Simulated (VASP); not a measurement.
Here is a VASP 6.6.1 calculation.

Contents of INCAR:

```
SYSTEM = In
  PREC = Accurate
  ENCUT = 520
  EDIFF = 1E-6
  ISMEAR = -1
  SIGMA = 0.05
  LREAL = .FALSE.
  LASPH = .TRUE.
  NELM = 80
  ALGO = Normal
  ISIF = 2
  LWAVE = .FALSE.
  LCHARG = .FALSE.
  GGA = PE
  NBANDS = 12
```

The input KPOINTS:

```
regular mesh
0
G
  17 17 17
  0 0 0
```

POSCAR

```
In
1.0
   -1.6091583776      1.6091583776      1.6091583776
    1.6091583776     -1.6091583776      1.6091583776
    1.6091583776      1.6091583776     -1.6091583776
In
1
Direct
    0.0000000000      0.0000000000      0.0000000000
```

Potentials or basis: VASP PAW PBE potentials, release 64 (In_d).

Launch:

```bash
$ cat potpaw_PBE.64/In_d/POTCAR > POTCAR
$ mpirun -np 1 vasp_std > vasp.out
```

(1) What does it give for the pressure?

Results:

(1) 66.4 GPa.

Caveat: the cell differs from its parent crystal (volume scaled by 0.6, to set the pressure).
